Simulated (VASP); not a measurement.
# Ba (P6_3/mmc) in VASP: a series of runs

Ba is run at these levels: PBE; tasks: single point.

Everything below comes from runs of VASP 6.6.1. Logs are shortened: lines on timing, memory, paths and dates and some standing lists are left out, and cuts for length are marked.

## 1. The cell of the first run

It takes space group P6_3/mmc (No. 194, hexagonal). Conventional cell: a = 4.114 Å, b = 4.114 Å, c = 6.620 Å, α = 90.00°, β = 90.00°, γ = 120.00°. Within 5.3 Å of Ba (site symmetry -6m2) lie 12 Ba at 4.07 to 4.11 Å.

## 2. Single point, PBE (volume scaled by 0.76)

The input, INCAR:

```
SYSTEM = Ba
PREC = Accurate
ENCUT = 520
EDIFF = 1E-6
ISMEAR = -1
SIGMA = 0.1
LREAL = .FALSE.
LASPH = .TRUE.
NELM = 60
ALGO = Normal
ISIF = 2
LWAVE = .FALSE.
LCHARG = .TRUE.
GGA = PE
LELF = .TRUE.
LVHAR = .TRUE.
NBANDS = 17
```

The input, KPOINTS:

```
regular mesh
0
G
  10 10 6
  0 0 0
```

The input, POSCAR:

```
Ba
1.0
    4.1138619692      0.0000000000      0.0000000000
   -2.0569309846      3.5627089730      0.0000000000
    0.0000000000      0.0000000000      6.6202687610
Ba
2
Direct
    0.3333333333      0.6666666667      0.2500000000
    0.6666666667      0.3333333333      0.7500000000
```

Potentials or basis: VASP PAW PBE potentials, release 64 (Ba_sv).

Launch:

```
> cat potpaw_PBE.64/Ba_sv/POTCAR > POTCAR
> mpirun -np 1 vasp_std > vasp.out
```

OUTCAR:

```text
SYSTEM = Ba
   PREC = Accurate
   ENCUT = 520
   EDIFF = 1E-6
   ISMEAR = -1
   LREAL = .FALSE.
   LASPH = .TRUE.
   NELM = 60
   ISIF = 2
   GGA = PE

 ion  position               nearest neighbor table
   1  0.333  0.667  0.250-   2 4.07   2 4.07   2 4.07   2 4.07   2 4.07   2 4.07
   2  0.667  0.333  0.750-   1 4.07   1 4.07   1 4.07   1 4.07   1 4.07   1 4.07

  LATTYP: Found a hexagonal cell.
 ALAT       =     4.1138619692
 C/A-ratio  =     1.6092588450

  Lattice vectors:

 A1 = (   4.1138619692,   0.0000000000,   0.0000000000)
 A2 = (  -2.0569309846,   3.5627089730,   0.0000000000)
 A3 = (   0.0000000000,   0.0000000000,   6.6202687610)

Analysis of symmetry for initial positions (statically):
=====================================================================
 Subroutine PRICEL returns:
 Original cell was already a primitive cell.

 Routine SETGRP: Setting up the symmetry group for a
 hexagonal supercell.

 Subroutine GETGRP returns: Found 24 space group operations
 (whereof 12 operations were pure point group operations)
 out of a pool of 24 trial point group operations.

The static configuration has the point symmetry D_3d.
 The point group associated with its full space group is D_6h.

Analysis of symmetry for dynamics (positions and initial velocities):
=====================================================================
 Subroutine PRICEL returns:
 Original cell was already a primitive cell.

 Routine SETGRP: Setting up the symmetry group for a
 hexagonal supercell.

 Subroutine GETGRP returns: Found 24 space group operations
 (whereof 12 operations were pure point group operations)
 out of a pool of 24 trial point group operations.

The dynamic configuration has the point symmetry D_3d.
 The point group associated with its full space group is D_6h.

 Subroutine INISYM returns: Found 24 space group operations
 (whereof 12 operations are pure point group operations),
 and found     1 'primitive' translations

----------------------------------------------------------------------------------------

                                     Primitive cell

  volume of cell :      97.0299

  direct lattice vectors                    reciprocal lattice vectors
     4.113861969  0.000000000  0.000000000     0.243080591  0.140342645  0.000000000
    -2.056930985  3.562708973  0.000000000     0.000000000  0.280685290  0.000000000
     0.000000000  0.000000000  6.620268761     0.000000000  0.000000000  0.151051269

  length of vectors
     4.113861969  4.113861969  6.620268761     0.280685290  0.280685290  0.151051269

  position of ions in fractional coordinates (direct lattice)
     0.333333333  0.666666667  0.250000000
     0.666666667  0.333333333  0.750000000

  ion indices of the primitive-cell ions
   primitive index   ion index
                 1           1
                 2           2

----------------------------------------------------------------------------------------

 KPOINTS: regular mesh

Automatic generation of k-mesh.
 Grid dimensions read from file:
 generate k-points for:   10   10    6

 Generating k-lattice:

  Cartesian coordinates                     Fractional coordinates (reciprocal lattice)
     0.024308059  0.014034264  0.000000000     0.100000000  0.000000000  0.000000000
     0.000000000  0.028068529  0.000000000     0.000000000  0.100000000  0.000000000
     0.000000000  0.000000000  0.025175212     0.000000000  0.000000000  0.166666667

  Length of vectors
     0.028068529  0.028068529  0.025175212

  Shift w.r.t. Gamma in fractional coordinates (k-lattice)
     0.000000000  0.000000000  0.000000000

 Subroutine IBZKPT returns following result:
 ===========================================

 Found     56 irreducible k-points:

 Following reciprocal coordinates:
            Coordinates               Weight
  0.000000  0.000000  0.000000      1.000000
  0.100000  0.000000  0.000000      6.000000
  0.200000  0.000000  0.000000      6.000000
  0.300000  0.000000  0.000000      6.000000
  0.400000  0.000000  0.000000      6.000000
  0.500000  0.000000  0.000000      3.000000
[... 16 lines left out ...]
  0.300000  0.100000  0.166667     24.000000
  0.400000  0.100000  0.166667     24.000000
 [... further k-points ...]
   k-points           NKPTS =     56   k-points in BZ     NKDIM =     56   number of bands    NBANDS=     17
   number of dos      NEDOS =    301   number of ions     NIONS =      2
   total plane-waves  NPLWV =  51200
   dimension x,y,z NGX =    32 NGY =   32 NGZ =   50
   dimension x,y,z NGXF=    64 NGYF=   64 NGZF=  100
   ions per type =               2
   NGX,Y,Z   is equivalent  to a cutoff of  12.93, 12.93, 12.56 a.u.
   NGXF,Y,Z  is equivalent  to a cutoff of  25.86, 25.86, 25.11 a.u.
 SYSTEM =  Ba
   PREC   = accura    normal or accurate (medium, high low for compatibility)
   ISTART =      0    job   : 0-new  1-cont  2-samecut
   ICHARG =      2    charge: 1-file 2-atom 10-const
   ISPIN  =      1    spin polarized calculation?
   LNONCOLLINEAR =      F non collinear calculations
   LSORBIT =      F    spin-orbit coupling
   LASPH  =      T    aspherical Exc in radial PAW
   ENCUT  =  520.0 eV  38.22 Ry    6.18 a.u.   7.65  7.65 12.31*2*pi/ulx,y,z
   NELM   =     60;   NELMIN=  2; NELMDL= -5     # of ELM steps
   EDIFF  = 0.1E-05   stopping-criterion for ELM
   LREAL  =      F    real-space projection
   EDIFFG = 0.1E-04   stopping-criterion for IOM
   NSW    =      0    number of steps for IOM
   IBRION =     -1    ionic relax: 0-MD 1-quasi-New 2-CG
   NFREE  =      0    steps in history (QN), initial steepest desc. (CG)
   ISIF   =      2    stress and relaxation
   ISYM   =      2    0-nonsym 1-usesym 2-fastsym
   POTIM  = 0.5000    time-step for ionic-motion
   TEBEG  =    0.0;   TEEND  =   0.0 temperature during run
   PSTRESS=    0.0 pullay stress
   NELECT =      20.0000    total number of electrons
   NUPDOWN=      -1.0000    fix difference up-down
   EMIN   =  10.00;   EMAX   =-10.00  energy-range for DOS
   EFERMI =   0.00;   METHOD = LEGACY
   ISMEAR =    -1;   SIGMA  =   0.10  broadening in eV -4-tet -1-fermi 0-gaus
   EFERMI_NEDOS =   21; number of points for ismear=-14 and -15
   IALGO  =     38    algorithm
   IMIX   =      4    mixing-type and parameters
     AMIX     =   0.40;   BMIX     =  1.00
     AMIX_MAG =   1.60;   BMIX_MAG =  1.00
  volume/ion in A,a.u.               =      48.51       327.40
  Fermi-wavevector in a.u.,A,eV,Ry     =   0.967051  1.827462 12.724013  0.935189
  Thomas-Fermi vector in A             =   2.096905
   LORBIT       =      0    0 simple, 1 ext, 2 COOP (PROOUT), +10 PAW based schemes
   GGA     = PE    functional components
   LHFCALC =     F    Hartree Fock is set to
   AEXX    =    0.0000 exact exchange contribution
   IVDW    =     0    specifies the selected vdW correction
   LEPSILON=     F    determine dielectric tensor
   LRPA    =     F    only Hartree local field effects (RPA)
 non-spin polarized calculation
  energy-cutoff  :      520.00
  volume of cell :       97.03
 maximum number of plane-waves:      2641
 NGX is ok and might be reduce to    32
   NGX = 15   NGY = 15   NGZ = 25

 number of electron      19.9999998 magnetization

 Free energy of the ion-electron system (eV)
  ---------------------------------------------------
  ext. energy  EPLUGINS =         0.00000000
  ---------------------------------------------------
  free energy    TOTEN  =        -3.57064050 eV

  energy without entropy =       -3.47708612  energy(sigma->0) =       -3.52386331

 E-fermi :   2.6496     XC(G=0):  -8.2936

 val. band max:        2.6384689701   @ k =   0.3000   0.3000   0.3333
 cond. band min:       2.6758369629   @ k =   0.3000   0.2000   0.0000
 fundamental gap:      0.0373679928
 Fermi energy:         2.6496372282

 k-point     1 :       0.0000    0.0000    0.0000
  band No.  band energies     occupation
      1     -25.8838      2.00000
      2     -25.7544      2.00000
      3     -11.6386      2.00000
      4     -10.7430      2.00000
      5     -10.7430      2.00000
      6     -10.6033      2.00000
[... 9 lines left out ...]
     16       5.2169      0.00000
     17       5.7965      0.00000

 k-point     2 :       0.1000    0.0000    0.0000
  band No.  band energies     occupation
      1     -25.8738      2.00000
      2     -25.7499      2.00000
      3     -11.6071      2.00000
      4     -10.8208      2.00000
      5     -10.7674      2.00000
      6     -10.6841      2.00000
[... 9 lines left out ...]
     16       5.4164      0.00000
     17       5.5107      0.00000

 k-point     3 :       0.2000    0.0000    0.0000
  band No.  band energies     occupation
      1     -25.8469      2.00000
      2     -25.7389      2.00000
      3     -11.5183      2.00000
      4     -11.0210      2.00000
      5     -10.8827      2.00000
      6     -10.8275      2.00000
[... 9 lines left out ...]
     16       5.4200      0.00000
     17       5.5863      0.00000

 k-point     4 :       0.3000    0.0000    0.0000
  band No.  band energies     occupation
      1     -25.8113      2.00000
      2     -25.7273      2.00000
      3     -11.3895      2.00000
      4     -11.2612      2.00000
      5     -11.1072      2.00000
      6     -10.8969      2.00000
[... 9 lines left out ...]
     16       6.3639      0.00000
     17       6.3726      0.00000
[... 343 lines left out ...]
      1     -25.8179      2.00000
      2     -25.7372      2.00000
      3     -11.4278      2.00000
      4     -11.1222      2.00000
      5     -11.0619      2.00000
      6     -10.8658      2.00000
[... 9 lines left out ...]
     16       5.8262      0.00000
     17       6.2695      0.00000

 k-point    23 :       0.3000    0.1000    0.1667
  band No.  band energies     occupation
      1     -25.7849      2.00000
      2     -25.7271      2.00000
      3     -11.4296      2.00000
      4     -11.2838      2.00000
      5     -11.1514      2.00000
      6     -10.9459      2.00000
[... 9 lines left out ...]
     16       6.4754      0.00000
     17       7.2762      0.00000

 k-point    24 :       0.4000    0.1000    0.1667
  band No.  band energies     occupation
      1     -25.7611      2.00000
      2     -25.7241      2.00000
      3     -11.5168      2.00000
      4     -11.3620      2.00000
      5     -11.1184      2.00000
      6     -10.9808      2.00000
[... 9 lines left out ...]
     16       7.3502      0.00000
     17       7.7271      0.00000

 [... further k-points ...]

------------------------ aborting loop because EDIFF is reached ----------------------------------------

  FORCE on cell =-STRESS in cart. coord.  units (eV):
  Direction    XX          YY          ZZ          XY          YZ          ZX
  --------------------------------------------------------------------------------------
  -------------------------------------------------------------------------------------
  Total        1.9788242      1.9788242      1.9852680      0.0000000     -0.0000000      0.0000000
  in kB       32.6747384     32.6747384     32.7811396      0.0000000     -0.0000000      0.0000000
  external PRESSURE =      32.7102054 kB  Pullay stress =       0.0000000 kB

 VOLUME and BASIS-vectors are now :
 -----------------------------------------------------------------------------
  energy-cutoff  :      520.00
  volume of cell :       97.03
      direct lattice vectors                 reciprocal lattice vectors
     4.113861969  0.000000000  0.000000000     0.243080591  0.140342645  0.000000000
    -2.056930985  3.562708973  0.000000000     0.000000000  0.280685290  0.000000000
     0.000000000  0.000000000  6.620268761     0.000000000  0.000000000  0.151051269

 POSITION                                       TOTAL-FORCE (eV/Angst)
 -----------------------------------------------------------------------------------
     -0.00000      2.37514      1.65507         0.000000      0.000000      0.000000
      2.05693      1.18757      4.96520        -0.000000      0.000000      0.000000
 -----------------------------------------------------------------------------------
    total drift:                                0.000000     -0.000000      0.000000

  FREE ENERGIE OF THE ION-ELECTRON SYSTEM (eV)
  ---------------------------------------------------
  free  energy   TOTEN  =        -3.5706404996 eV

  energy  without entropy=       -3.4770861193  energy(sigma->0) =       -3.52386331
```

Wall time 28 s (1 thread of Intel Xeon 6975P-C (Granite Rapids), shared host); peak memory 0.25 GiB.

Results:

* Free energy: -3.5706 eV
* Pressure: 3.3 GPa
* Band gap on the k mesh: zero (band 10 reaches 2.85 eV, above the bottom of band 11 at 2.25 eV)

Levels at points of the mesh, in eV from the Fermi level:
| k point | band 7 | band 8 | band 9 | band 10 | band 11 | band 12 | band 13 | band 14 |
| --- | --- | --- | --- | --- | --- | --- | --- | --- |
| (0.00, 0.00, 0.00) | -13.25 | -13.24 | -2.82 | -1.09 | 1.96 | 1.96 | 2.08 | 2.12 |
| (0.50, 0.00, 0.00) | -13.49 | -13.37 | -0.75 | -0.65 | -0.40 | 1.27 | 1.76 | 1.90 |
| (0.00, 0.00, 0.50) | -13.32 | -13.32 | -1.60 | -1.60 | 1.28 | 1.28 | 1.93 | 1.93 |
| (0.50, 0.00, 0.50) | -13.50 | -13.50 | -0.97 | -0.97 | 0.42 | 0.42 | 2.47 | 2.47 |

Caveat: spin-orbit coupling is left out, which moves the levels of the heavy elements.

## 3. Single point, PBE (volume scaled by 0.76)

The input, INCAR:

```
PREC     = Accurate       # precision mode
ENCUT    = 520            # plane-wave cutoff, eV
EDIFF    = 1E-7           # SCF threshold, eV
ISMEAR   = -1             # smearing method
SIGMA    = 0.1            # smearing width, eV
LREAL    = F              # projectors in reciprocal space
LASPH    = T              # aspherical terms in the spheres
NELM     = 100            # most SCF steps
ALGO     = Normal         # electronic algorithm
ISIF     = 2              # what is computed and relaxed
LWAVE    = F              # write WAVECAR
LCHARG   = F              # write CHGCAR
GGA      = PE             # functional
NBANDS   = 17             # bands
```

The input, KPOINTS:

```
Automatic mesh
0
Gamma
  10 10 6
```

POSCAR is that of step 2.

Potentials or basis: VASP PAW PBE potentials, release 64 (Ba_sv).

Launch:

```
> cat potpaw_PBE.64/Ba_sv/POTCAR > POTCAR
> mpirun -np 1 vasp_std > vasp.out
```

Wall time 28 s (1 thread of Intel Xeon 6975P-C (Granite Rapids), shared host); peak memory 0.25 GiB.

The run converged. Its results:

| Quantity | Value |
| --- | --- |
| Free energy | -3.5706 eV |
| Pressure | 3.3 GPa |
| Band gap on the k mesh | zero (band 10 reaches 2.85 eV, above the bottom of band 11 at 2.25 eV) |

Levels at points of the mesh, in eV from the Fermi level:
| k point | band 7 | band 8 | band 9 | band 10 | band 11 | band 12 | band 13 | band 14 |
| --- | --- | --- | --- | --- | --- | --- | --- | --- |
| (0.00, 0.00, 0.00) | -13.25 | -13.24 | -2.82 | -1.09 | 1.96 | 1.96 | 2.08 | 2.12 |
| (0.50, 0.00, 0.00) | -13.49 | -13.37 | -0.75 | -0.65 | -0.40 | 1.27 | 1.76 | 1.90 |
| (0.00, 0.00, 0.50) | -13.32 | -13.32 | -1.60 | -1.60 | 1.28 | 1.28 | 1.93 | 1.93 |
| (0.50, 0.00, 0.50) | -13.50 | -13.50 | -0.97 | -0.97 | 0.42 | 0.42 | 2.47 | 2.47 |

Caveat: spin-orbit coupling is left out, which moves the levels of the heavy elements.
